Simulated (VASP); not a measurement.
A run of VASP 6.6.1:

Contents of INCAR:

```
SYSTEM = KF
ALGO = Normal ; EDIFF = 1E-8
ENCUT = 520 ; GGA = PE
IBRION = 8 ; ISIF = 2
ISMEAR = 0 ; LASPH = .True.
LCHARG = .False. ; LEPSILON = .True.
LREAL = .False. ; LWAVE = .False.
NBANDS = 15 ; NELM = 100
NSW = 1 ; PREC = Accurate
SIGMA = 0.01
```

Contents of KPOINTS:

```
k-points
0
Gamma
  8 8 8
  0 0 0
```

Contents of POSCAR:

```
KF
1.0
    0.0000000000      2.9757263592      2.9757263592
    2.9757263592      0.0000000000      2.9757263592
    2.9757263592      2.9757263592      0.0000000000
K F
1 1
Direct
    0.7500000000      0.7500000000      0.7500000000
    0.0000000000      0.0000000000      0.0000000000
```

Potentials or basis: VASP PAW PBE potentials, release 64 (K_sv, F).

Command:

```bash
$ cat potpaw_PBE.64/K_sv/POTCAR potpaw_PBE.64/F/POTCAR > POTCAR
$ mpirun -np 1 vasp_std > vasp.out
```

Hardware: 1 thread of Intel(R) Xeon(R) 6975P-C (Granite Rapids), with other jobs on the host.

Problem. Estimate the wall time of this run.

Solution. Wall time 5 min on 1 thread of Intel(R) Xeon(R) 6975P-C (Granite Rapids) (shared host), peak memory 0.33 GiB. Counts: scf iterations 210, k points 29.
